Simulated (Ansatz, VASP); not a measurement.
Two plane-wave programs on AlSn

```xyz
2
Lattice="4.1981 0.0000 0.0000 -2.0991 3.6357 0.0000 0.0000 0.0000 3.3068" Properties=species:S:1:pos:R:3 pbc="T T T"
Sn    0.0000    2.4238    1.6534
Al    0.0000    0.0000    0.0000
```

Alike in both runs: task single point; functional PBE; k mesh 7 × 7 × 8; occupations gaussian, width 0.025 eV; no spin polarisation.

|  | VASP | Ansatz |
| --- | --- | --- |
| version | VASP 6.6.1 | Ansatz 0.2.0 |
| potentials or method | VASP PAW PBE potentials, release 64 (Sn_d, Al) | Ansatz PAW |
| plane-wave cutoff (eV) | 520 | 420 |
| valence electrons in the cell | 17 | 17 |

VASP gave:

* gap on the k mesh at the Fermi level (eV): none
* pressure (GPa): 0.2
* traceless stress, the component that is largest in VASP (GPa): 0.54

Which values does Ansatz return?

gap on the k mesh at the Fermi level (eV): none; pressure (GPa): 0.3; traceless stress, the component that is largest in VASP (GPa): 0.54.

A gap of «none» marks a metal or a gap that the smearing closes. The functional is the same, so the differences come from potentials, cutoffs and numerics.
